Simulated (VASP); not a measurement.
Runs of VASP 6.6.1 on GaN. The structure is that of space group P6_222 (No. 180), or close to it. The cells are those of the table. The cell was built from a structure type or drawn by symmetry, and may not be a known phase.

```csv
task,cell,k mesh,cutoff (eV),smearing,gap on the mesh (eV),pressure (GPa),relaxed volume (Å³/atom)
single point,"a = 2.979, b = 2.979, c = 6.523 Å, angles 90.0, 90.0, 120.0°, 6 atoms",6 × 6 × 4,520,gaussian 0.1 eV,2.79,83.6,-
single point,"a = 3.164, b = 3.164, c = 7.439 Å, angles 90.0, 90.0, 120.0°, 6 atoms",12 × 12 × 4,520,gaussian 0.02 eV,1.20,(c),-
single point,"a = 3.164, b = 3.164, c = 7.436 Å, angles 90.0, 90.0, 120.0°, 6 atoms",6 × 6 × 4,600,gaussian 0.1 eV,1.20,0.2,-
relaxation of cell and atoms,"relaxed from a = 2.979, b = 2.979, c = 6.523 Å, angles 90.0, 90.0, 120.0°, 6 atoms",6 × 6 × 4,600,gaussian 0.1 eV,(a),-0.2,10.77
relaxation of cell and atoms,"relaxed from a = 3.164, b = 3.164, c = 7.436 Å, angles 90.0, 90.0, 120.0°, 6 atoms",12 × 12 × 4,600,gaussian 0.02 eV,1.19,-0.1,(b)
```

Alike in all rows: level PBE; potentials or basis VASP PAW PBE potentials, release 64 (Ga_d, N); no spin polarisation.

Task: Fill in the values left out.

Result: (a) 1.18; (b) 10.76; (c) 0.3.

Caveats: the cell stands under pressure (at least some runs); the volume moved by over 15 % at a fixed basis, so the end points are rough (at least some runs).

A k mesh can miss the band edges, and the runs leave out spin-orbit coupling on Ga.
